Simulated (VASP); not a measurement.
Write the native input for VASP 6.6.1 that does the following.

```yaml
Task: single point
Functional: PBE
Dispersion: D4
Potentials_or_basis: VASP PAW PBE potentials, release 64 (Sb)
Cutoff: 520 eV
k_mesh: 8 × 8 × 8
Occupations: fermi-dirac, width 0.05 eV
Spin: no spin polarisation
Dipole_correction: no
Further_INCAR_settings: ALGO = Normal; EDIFF = 1e-06; NBANDS = 12
```

The structure of Sb lies in POSCAR:

```
Sb
1.0
    2.1630086017      1.2488135985      3.6758225980
   -2.1630086017      1.2488135985      3.6758225980
    0.0000000000     -2.4976271969      3.6758225980
Sb
2
Direct
    0.7641868664      0.7641868664      0.7641868664
    0.2358131336      0.2358131336      0.2358131336
```

The input as run:

INCAR

```
SYSTEM = Sb
  PREC = Accurate
  ENCUT = 520
  EDIFF = 1E-6
  ISMEAR = -1
  SIGMA = 0.05
  LREAL = .False.
  LASPH = .True.
  NELM = 60
  ALGO = Normal
  ISIF = 2
  LWAVE = .False.
  LCHARG = .True.
  GGA = PE
  IVDW = 13
  LELF = .True.
  LVHAR = .True.
  NBANDS = 12
```

KPOINTS

```
regular mesh
0
Gamma
  8 8 8
  0 0 0
```

Potentials or basis: VASP PAW PBE potentials, release 64 (Sb).

Run with:

```console
$ cat potpaw_PBE.64/Sb/POTCAR > POTCAR
$ mpirun -np 1 vasp_std > vasp.out
```

Results of the run:

| Item | Value |
| --- | --- |
| Pressure | 0.1 GPa |
| Largest force | 0.040 eV/Å |
| Band gap on the k mesh | zero (bands 5 and 6 overlap by 0.23 eV) |
| Dispersion energy per atom | -0.517 eV |

Caveat: spin-orbit coupling is left out, which moves the levels of the heavy elements.

Run time: 64 s on 1 thread of Intel Xeon 8259CL (shared host), peak memory 0.22 GiB.
